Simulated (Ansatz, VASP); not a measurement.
# Ta2Si: VASP beside Ansatz

```
Ta Si
1.0
    -3.08776    3.08776    2.52364
     3.08776   -3.08776    2.52364
     3.08776    3.08776   -2.52364
Ta Si
4 2
Direct
  0.66359 0.83641 0.50000
  0.83641 0.33641 0.17281
  0.33641 0.16359 0.50000
  0.16359 0.66359 0.82719
  0.25000 0.25000 0.00000
  0.75000 0.75000 0.00000
```

Alike in both runs: task single point; functional PBEsol; k mesh 10 × 10 × 10; occupations tetrahedron; no spin polarisation.

```csv
,VASP,Ansatz
version,VASP 6.6.1,Ansatz 0.2.0
potentials or method,"VASP PAW PBE potentials, release 64 (Ta_pv, Si), cutoff 520 eV","scalar-relativistic, plane waves, PAW"
valence electrons in the cell,52,60
```

Ansatz gave:

| Quantity | Value |
| --- | --- |
| gap on the k mesh at the Fermi level (eV) | none |
| pressure (GPa) | -3.2 |
| traceless stress, the component that is largest in VASP (GPa) | 0.89 |
| rms of the force components (eV/Å) | 0.019 |

Estimate VASP's values.

gap on the k mesh at the Fermi level (eV): none; pressure (GPa): -2.9; traceless stress, the component that is largest in VASP (GPa): 0.87; rms of the force components (eV/Å): 0.022.

VASP's potentials were made for PBE, not for PBEsol. Atom by atom the forces differ by 0.003 eV/Å (rms over components). A gap of «none» marks a metal or a gap that the smearing closes. VASP's potentials hold 52 valence electrons a cell and Ansatz's 60, so a difference there can come from the potentials and not from the codes. Ansatz's warnings: band table not solved further, tetrahedron derivatives may miss energy slope.

Neither program's run includes spin-orbit coupling.
